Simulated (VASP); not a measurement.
# W (Im-3m) in VASP: elastic constants with PBE

Aim: the elastic constants of W with PBE.

Everything below comes from runs of VASP 6.6.1. Logs are shortened: lines on timing, memory, paths and dates and some standing lists are left out, and cuts for length are marked.

### 1 The cell of the first run

It takes space group Im-3m (No. 229, cubic). The conventional cell has a = 3.173 Å, b = 3.173 Å, c = 3.173 Å, α = 90.00°, β = 90.00°, γ = 90.00°. W (site symmetry m-3m) has 14 W at 2.75 to 3.17 Å within 3.6 Å.

### 2 Elastic constants, PBE

The input, INCAR:

```
SYSTEM = W
PREC = Accurate
ENCUT = 600
EDIFF = 1E-8
ISMEAR = -1
SIGMA = 0.15
LREAL = .False.
LASPH = .True.
NELM = 80
ALGO = Normal
ISIF = 3
LWAVE = .False.
LCHARG = .True.
GGA = PE
NBANDS = 13
IBRION = 6
NFREE = 2
POTIM = 0.015
NSW = 1
```

The input, KPOINTS:

```
regular mesh
0
Gamma
  20 20 20
  0 0 0
```

The input, POSCAR:

```
W
1.0
   -1.5867415789      1.5867415789      1.5867415789
    1.5867415789     -1.5867415789      1.5867415789
    1.5867415789      1.5867415789     -1.5867415789
W
1
Direct
    0.0000000000      0.0000000000      0.0000000000
```

Potentials or basis: VASP PAW PBE potentials, release 64 (W_sv).

Started as:

```bash
cat potpaw_PBE.64/W_sv/POTCAR > POTCAR
mpirun -np 1 vasp_std > vasp.out
```

OUTCAR:

```text
SYSTEM = W
   PREC = Accurate
   ENCUT = 600
   EDIFF = 1E-8
   ISMEAR = -1
   LREAL = .False.
   LASPH = .True.
   NELM = 80
   ISIF = 3
   GGA = PE
   IBRION = 6
   NFREE = 2
   POTIM = 0.015
   NSW = 1

 ion  position               nearest neighbor table
   1  0.000  0.000  0.000-

  LATTYP: Found a body centered cubic cell.
 ALAT       =     3.1734831578

  Lattice vectors:

 A1 = (  -1.5867415789,   1.5867415789,   1.5867415789)
 A2 = (   1.5867415789,  -1.5867415789,   1.5867415789)
 A3 = (   1.5867415789,   1.5867415789,  -1.5867415789)

Analysis of symmetry for initial positions (statically):
=====================================================================
 Subroutine PRICEL returns:
 Original cell was already a primitive cell.

 Routine SETGRP: Setting up the symmetry group for a
 body centered cubic supercell.

 Subroutine GETGRP returns: Found 48 space group operations
 (whereof 48 operations were pure point group operations)
 out of a pool of 48 trial point group operations.

The static configuration has the point symmetry O_h .

Analysis of symmetry for dynamics (positions and initial velocities):
=====================================================================
 Subroutine PRICEL returns:
 Original cell was already a primitive cell.

 Routine SETGRP: Setting up the symmetry group for a
 body centered cubic supercell.

 Subroutine GETGRP returns: Found 48 space group operations
 (whereof 48 operations were pure point group operations)
 out of a pool of 48 trial point group operations.

The dynamic configuration has the point symmetry O_h .

 Subroutine INISYM returns: Found 48 space group operations
 (whereof 48 operations are pure point group operations),
 and found     1 'primitive' translations

----------------------------------------------------------------------------------------

                                     Primitive cell

  volume of cell :      15.9801

  direct lattice vectors                    reciprocal lattice vectors
[... 341 lines left out ...]
     12      25.8257      0.00000
     13      25.8257      0.00000
[... 354 lines left out ...]
  band No.  band energies     occupation
      1     -62.7753      2.00000
      2     -27.2941      2.00000
      3     -26.7229      2.00000
      4     -26.4875      2.00000
      5       5.0343      2.00000
      6       8.4966      2.00000
      7       9.2098      2.00000
      8      12.8335      0.00008
      9      14.1720      0.00000
     10      14.4717      0.00000
     11      25.2484      0.00000
     12      26.7136      0.00000
     13      30.9375      0.00000

 [... further k-points ...]

------------------------ aborting loop because EDIFF is reached ----------------------------------------

  FORCE on cell =-STRESS in cart. coord.  units (eV):
  Direction    XX          YY          ZZ          XY          YZ          ZX
  --------------------------------------------------------------------------------------
  -------------------------------------------------------------------------------------
  Total        0.3592353      0.3592353      0.3592353     -0.0000000      0.0000000      0.0000000
  in kB       36.0172866     36.0172866     36.0172866     -0.0000000      0.0000000      0.0000000
  external PRESSURE =      36.0172866 kB  Pullay stress =       0.0000000 kB
[... 16 lines left out ...]
  FREE ENERGIE OF THE ION-ELECTRON SYSTEM (eV)
  ---------------------------------------------------
  free  energy   TOTEN  =       -12.9715429005 eV

  energy  without entropy=      -12.9384760240  energy(sigma->0) =      -12.95500946

 INTERNAL STRAIN TENSORS FROM STRAINED CELLS
 ============================================

 INTERNAL STRAIN TENSOR FOR ION    1 for displacements in x,y,z  (eV/Angst):
          X           Y           Z          XY          YZ          ZX
  --------------------------------------------------------------------------------
  x     0.00000    -0.00000     0.00000    -0.00000    -0.00000     0.00000
  y     0.00000     0.00000    -0.00000    -0.00000     0.00000    -0.00000
  z     0.00000     0.00000     0.00000    -0.00000     0.00000    -0.00000

 INTERNAL STRAIN TENSORS FROM DISPLACED ATOMS
 ============================================

 INTERNAL STRAIN TENSOR FOR ION    1 for displacements in x,y,z  (eV/Angst):
          X           Y           Z          XY          YZ          ZX
  --------------------------------------------------------------------------------
  x     0.00000     0.00000     0.00000     0.00000     0.00000     0.00000
  y     0.00000     0.00000     0.00000     0.00000     0.00000     0.00000
  z     0.00000     0.00000     0.00000     0.00000     0.00000     0.00000

 Eigenvectors and eigenvalues of the dynamical matrix
 ----------------------------------------------------

   1 f  =    0.000000 THz     0.000000 2PiTHz    0.000000 cm-1     0.000000 meV
             X         Y         Z           dx          dy          dz
      0.000000  0.000000  0.000000     0.880471   -0.474100    0.000000

   2 f  =    0.000000 THz     0.000000 2PiTHz    0.000000 cm-1     0.000000 meV
             X         Y         Z           dx          dy          dz
      0.000000  0.000000  0.000000    -0.474100   -0.880471    0.000000

   3 f  =    0.000000 THz     0.000000 2PiTHz    0.000000 cm-1     0.000000 meV
             X         Y         Z           dx          dy          dz
      0.000000  0.000000  0.000000     0.000000    0.000000    1.000000

--------------------------------------------------------------------------------------------------------

 ELASTIC MODULI CONTR FROM IONIC RELAXATION (kBar)
 Direction    XX          YY          ZZ          XY          YZ          ZX
 --------------------------------------------------------------------------------
 XX           0.0000      0.0000      0.0000      0.0000      0.0000      0.0000
 YY           0.0000      0.0000      0.0000      0.0000      0.0000      0.0000
 ZZ           0.0000      0.0000      0.0000      0.0000      0.0000      0.0000
 XY           0.0000      0.0000      0.0000      0.0000      0.0000      0.0000
 YZ           0.0000      0.0000      0.0000      0.0000      0.0000      0.0000
 ZX           0.0000      0.0000      0.0000      0.0000      0.0000      0.0000
 --------------------------------------------------------------------------------

 TOTAL ELASTIC MODULI (kBar)
 Direction    XX          YY          ZZ          XY          YZ          ZX
 --------------------------------------------------------------------------------
 XX        5343.1546   2074.5438   2074.5438     -0.0000      0.0000      0.0000
 YY        2074.5438   5343.1546   2074.5438      0.0000     -0.0000     -0.0000
 ZZ        2074.5438   2074.5438   5343.1546      0.0000     -0.0000      0.0000
 XY          -0.0000      0.0000      0.0000   1512.2444      0.0000      0.0000
 YZ           0.0000     -0.0000     -0.0000      0.0000   1512.2444      0.0000
 ZX           0.0000     -0.0000      0.0000      0.0000      0.0000   1512.2444
 --------------------------------------------------------------------------------
```

OSZICAR:

```text
N       E                     dE             d eps       ncg     rms          rms(c)
DAV:   1     0.902334278364E+02    0.90233E+02   -0.80794E+03  6672   0.135E+03
DAV:   2    -0.118329340128E+02   -0.10207E+03   -0.98157E+02  7431   0.335E+02
DAV:   3    -0.135872236584E+02   -0.17543E+01   -0.17493E+01  7276   0.419E+01
[... 168 lines left out ...]
DAV:   3    -0.129715450293E+02    0.47186E-03   -0.12637E-03  7880   0.541E-01    0.213E-02
DAV:   4    -0.129715395124E+02    0.55169E-05   -0.17396E-04  7252   0.153E-01    0.543E-03
DAV:   5    -0.129715428017E+02   -0.32893E-05   -0.51080E-06  7224   0.256E-02    0.704E-04
DAV:   6    -0.129715429071E+02   -0.10539E-06   -0.14422E-07  7261   0.402E-03    0.345E-04
DAV:   7    -0.129715429005E+02    0.65747E-08   -0.10879E-09  4073   0.414E-04
  15 F= -.12971543E+02 E0= -.12955009E+02  d E =-.330669E-01
```

stdout:

```text
POSCAR found type information on POSCAR W
 POSCAR found :  1 types and       1 ions
 scaLAPACK will be used
 LDA part: xc-table for (Slater+PW92), standard interpolation
 POSCAR, INCAR and KPOINTS ok, starting setup
 FFT: planning ... GRIDC
 FFT: planning ... GRID_SOFT
 FFT: planning ... GRID
 WAVECAR not read
 entering main loop
 Found     1 degrees of freedom:
 Adding 6 more for cell shape distortion
 Finite differences POTIM= 0.01500 DOF=   7
 bond charge predicted
 Finite differences progress:
 bond charge predicted
 Finite differences progress:
 bond charge predicted
 Finite differences progress:
 bond charge predicted
 Finite differences progress:
 bond charge predicted
 Finite differences progress:
 bond charge predicted
 Finite differences progress:
 bond charge predicted
 Finite differences progress:
 bond charge predicted
 Finite differences progress:
 bond charge predicted
 Finite differences progress:
 bond charge predicted
 Finite differences progress:
 bond charge predicted
 Finite differences progress:
 bond charge predicted
 Finite differences progress:
 bond charge predicted
 Finite differences progress:
 bond charge predicted
 Finite differences progress:
```

Wall time 25 min (1 thread of AMD EPYC 9R45 (Zen 5), shared host); peak memory 0.86 GiB.

What came out:

* Elastic constants C11, C12, C44: 534, 207, 151 GPa
* Voigt bulk modulus: 316 GPa

Elastic tensor in Voigt notation (GPa, in the Cartesian axes of the cell as first typed):
```
534 207 207   0   0   0
207 534 207   0   0   0
207 207 534   0   0   0
  0   0   0 151   0   0
  0   0   0   0 151   0
  0   0   0   0   0 151
```

Clamped-ion elastic tensor (GPa):
```
534 207 207   0   0   0
207 534 207   0   0   0
207 207 534   0   0   0
  0   0   0 151   0   0
  0   0   0   0 151   0
  0   0   0   0   0 151
```

Caveat: the cell is under stress, which shifts elastic constants; spin-orbit coupling is left out, which moves the levels of the heavy elements.
